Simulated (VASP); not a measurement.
**Mg5NiS6: single point with r2SCAN**

The system is Mg5NiS6.

```
CELL_PARAMETERS angstrom
3.66332 0.00000 0.00000
-1.83166 3.17252 0.00000
0.00000 0.00000 17.79511
ATOMIC_POSITIONS crystal
Mg 0.33333 0.66667 0.84088
Mg 0.66667 0.33333 0.67051
Mg 0.00000 0.00000 0.50000
Mg 0.33333 0.66667 0.32949
Mg 0.66667 0.33333 0.15912
Ni 0.00000 0.00000 0.00000
S 0.66667 0.33333 0.92743
S 0.33333 0.66667 0.07257
S 0.00000 0.00000 0.75570
S 0.33333 0.66667 0.58523
S 0.66667 0.33333 0.41477
S 0.00000 0.00000 0.24430
```

```yaml
Program: VASP 6.6.1
Task: single point
Functional: r2SCAN
Potentials_or_basis: VASP PAW PBE potentials, release 64 (Mg, Ni, S)
Cutoff: 660 eV
k_mesh: 12 × 12 × 2
Occupations: gaussian, width 0.02 eV
Spin: collinear spin, ferromagnetic start
Starting_moments: "[0.0, 0.0, 0.0, 0.0, 0.0, 2.0, 0.0, 0.0, 0.0, 0.0, 0.0, 0.0] μB"
```

- Pressure: -1.3 GPa
- Largest force: 0.274 eV/Å
- Band gap on the k mesh: 1.22 eV, indirect (least direct gap 1.57 eV)
- Net moment: 2.00 μB per cell
- Site moments: Mg +0.01, +0.00; Ni +1.44; S +0.15, +0.01, +0.00 μB
- Valence electrons inside the program's atomic spheres: Mg 0.28; Ni 8.88; S 3.79, 3.84

Forces in eV/Å, atoms in the order of the input:
```
Mg   0.000  0.000 -0.043
Mg   0.000  0.000 -0.006
Mg   0.000  0.000  0.000
Mg   0.000  0.000  0.006
Mg   0.000  0.000  0.043
Ni   0.000  0.000  0.000
S    0.000  0.000 -0.274
S    0.000  0.000  0.274
S    0.000  0.000  0.007
S    0.000  0.000  0.003
S    0.000  0.000 -0.003
S    0.000  0.000 -0.007
```

Stress tensor (GPa, compression positive):
```
-1.47  0.00  0.00
 0.00 -1.47  0.00
 0.00  0.00 -1.00
```

Levels at points of the mesh, in eV from the valence-band top:
Spin up:
```
           k point  band 25  band 26  band 27  band 28  band 29  band 30  band 31  band 32  band 33  band 34
(0.00, 0.00, 0.00)    -0.64    -0.64    -0.56     0.00     0.00     4.01     4.59     4.87     4.97     5.12
(0.50, 0.00, 0.00)    -1.78    -1.62    -1.39    -0.35    -0.26     2.67     3.59     3.75     4.50     4.64
(0.00, 0.00, 0.50)    -0.73    -0.68    -0.68     0.00     0.00     4.38     4.47     4.65     4.75     5.16
(0.50, 0.00, 0.50)    -1.70    -1.64    -1.36    -0.40    -0.27     2.88     3.10     4.37     4.48     4.60
```
Spin down:
| k point | band 23 | band 24 | band 25 | band 26 | band 27 | band 28 | band 29 | band 30 | band 31 | band 32 |
| --- | --- | --- | --- | --- | --- | --- | --- | --- | --- | --- |
| (0.00, 0.00, 0.00) | -0.72 | -0.72 | -0.53 | -0.53 | -0.41 | 1.97 | 1.97 | 4.08 | 4.65 | 4.91 |
| (0.50, 0.00, 0.00) | -1.60 | -1.38 | -1.36 | -1.30 | -1.20 | 1.84 | 1.90 | 2.79 | 3.74 | 3.78 |
| (0.00, 0.00, 0.50) | -0.73 | -0.66 | -0.66 | -0.55 | -0.55 | 1.97 | 1.97 | 4.41 | 4.61 | 4.73 |
| (0.50, 0.00, 0.50) | -1.62 | -1.36 | -1.35 | -1.31 | -1.26 | 1.84 | 1.89 | 3.09 | 3.11 | 4.46 |

Wall time 14 min on 4 MPI ranks on Intel(R) Xeon(R) 6975P-C (Granite Rapids) (shared host), peak memory 1.1 GiB a rank.

Caveat: the PAW data sets were made with another functional, which shifts forces and pressure a little; a cell with one magnetic atom can't hold antiferromagnetic order, which such compounds often take. r2SCAN opens gaps a little over a GGA but as a rule still falls short of measured ones.
